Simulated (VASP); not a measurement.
C: single point with r2SCAN

The system is C.

```
C
1.0
     0.00000    1.79455    1.79455
     1.78340    0.01115    1.78340
     1.78340    1.78340    0.01115
C
2
Direct
  0.50000 0.50000 0.50000
  0.75000 0.75000 0.75000
```

This cell differs from its parent crystal: strain +0.0125 x Voigt [0, 0, 0, 1, 0, 0].

```json
{
 "Program": "VASP 6.6.1",
 "Task": "single point",
 "Functional": "r2SCAN",
 "Potentials or basis": "VASP PAW PBE potentials, release 64 (C)",
 "Cutoff": "520 eV",
 "k mesh": "12 × 12 × 12",
 "Occupations": "gaussian, width 0.05 eV",
 "Spin": "no spin polarisation",
 "Dipole correction": "no",
 "Further INCAR settings": "ALGO = Normal; EDIFF = 1e-06; NBANDS = 11"
}
```

```
Pressure               : -1.3 GPa
Largest force          : 0.028 eV/Å
Band gap on the k mesh : 4.33 eV (least direct gap 5.64 eV)
```

Forces on the atoms (eV/Å):
```
C    0.028  0.000  0.000
C   -0.028  0.000  0.000
```

Stress tensor (GPa, compression positive):
```
-1.34  0.00  0.00
 0.00 -1.24 -7.31
 0.00 -7.31 -1.24
```

Levels at points of the mesh, in eV from the valence-band top:
```
           k point  band 1  band 2  band 3  band 4  band 5  band 6  band 7  band 8
(0.00, 0.00, 0.00)  -22.70    0.00    0.00    0.00    5.64    5.82    6.03   13.83
(0.50, 0.00, 0.00)  -16.84  -14.04   -2.93   -2.90    8.77    9.02    9.32   16.71
(0.00, 0.50, 0.00)  -16.66  -14.05   -3.05   -3.02    8.74    8.82    9.10   16.68
(0.50, 0.50, 0.00)  -13.59  -13.59   -6.66   -6.66    5.00    5.00   17.86   17.86
(0.00, 0.50, 0.50)  -13.66  -13.51   -6.79   -6.53    4.74    5.26   17.86   17.89
```

It took 2.1 min on 1 thread of Intel Xeon 8259CL, on a shared host, peak memory 0.14 GiB.

Caveat: the cell differs from its parent crystal (strain +0.0125 x Voigt [0, 0, 0, 1, 0, 0]); the PAW data sets were made with another functional, which shifts forces and pressure a little. A k mesh can miss the band edges.
